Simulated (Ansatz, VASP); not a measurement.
# Two plane-wave programs on CdS

```
Cd S
1.0
     4.19644    0.00000    0.00000
    -2.09822    3.63422    0.00000
     0.00000    0.00000    6.82915
Cd S
2 2
Direct
  0.66667 0.33333 0.50023
  0.33333 0.66667 0.00023
  0.66667 0.33333 0.87677
  0.33333 0.66667 0.37677
```

Alike in both runs: functional PBE; k mesh 9 × 9 × 4; occupations gaussian, width 0.02 eV; no spin polarisation.

Ansatz relaxed the structure, and its values are those at the end. VASP's run is a single point on that final structure, the one shown.

```csv
,VASP,Ansatz
version,VASP 6.6.1,Ansatz 0.2.0
potentials or method,"VASP PAW PBE potentials, release 64 (Cd, S), cutoff 520 eV","scalar-relativistic, plane waves, PAW"
valence electrons in the cell,36,52
```

```csv
,VASP,Ansatz,Ansatz less VASP
gap on the k mesh at the Fermi level (eV),1.11,1.11,-0.001
least direct gap on the mesh (eV),1.11,1.11,-0.001
pressure (GPa),0.3,0.0,-0.29
```

VASP's potentials hold 36 valence electrons a cell and Ansatz's 52, so a difference there can come from the potentials and not from the codes.
